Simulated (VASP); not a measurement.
Runs of VASP 6.6.1 on SiC. The structure is that of space group F-43m (No. 216), or close to it. The cells are those of the table. 

```csv
level,cell,gap on the mesh (eV),pressure (GPa)
r2SCAN,"a = 3.111 Å, angles 60.0°, 2 atoms",1.74,(c)
r2SCAN,"a = 3.080 Å, angles 60.0°, 2 atoms",1.72,(a)
PBE,"a = 3.097 Å, angles 60.0°, 2 atoms",1.37,0.0
PBE,"a = 3.066 Å, angles 60.0°, 2 atoms",1.34,(b)
r2SCAN,"a = 3.017 Å, angles 60.0°, 2 atoms",1.68,15.6
```

Alike in all rows: task single point; potentials or basis VASP PAW PBE potentials, release 64 (Si, C); no spin polarisation; k mesh 8 × 8 × 8; cutoff (eV) 520; smearing gaussian 0.01 eV.

Task: Fill in the values left out.

Result: (a) -0.1; (b) 6.8; (c) -6.5.

Caveats: the PAW data sets were made with another functional, which shifts forces and pressure a little (some runs).

A k mesh can miss the band edges.
